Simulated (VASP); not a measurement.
**Ag: single point with r2SCAN**

Crystal: Ag.

```
Ag
1.0
     0.00000   -2.04310   -2.04310
     2.04310    0.00000   -2.04310
     2.04310   -2.04310    0.00000
Ag
1
Direct
  0.00000 0.00000 0.00000
```

* Program: VASP 6.6.1
* Task: single point
* Functional: r2SCAN
* Potentials or basis: VASP PAW PBE potentials, release 64 (Ag)
* Cutoff: 550 eV
* k mesh: 8 × 8 × 8
* Occupations: gaussian, width 0.1 eV
* Spin: no spin polarisation
* Dipole correction: no
* Further INCAR settings: ALGO = Normal; EDIFF = 1e-06; NBANDS = 12

The pressure is 2.1 GPa.

Levels at points of the mesh, in eV from the Fermi level:
```
           k point  band 3  band 4  band 5  band 6  band 7  band 8  band 9  band 10
(0.00, 0.00, 0.00)   -4.91   -4.91   -3.86   -3.86   16.89   20.60   20.60    20.60
(0.50, 0.00, 0.00)   -4.93   -3.04   -3.04   -0.11    3.94   16.12   18.84    18.84
(0.50, 0.50, 0.00)   -3.08   -2.83   -2.83    1.96    7.20   11.36   11.36    17.91
```

Run time: 64 s on 1 thread of AMD EPYC 7R13, with other jobs on the host, peak memory 0.12 GiB.

Caveat: the PAW data sets were made with another functional, which shifts forces and pressure a little.
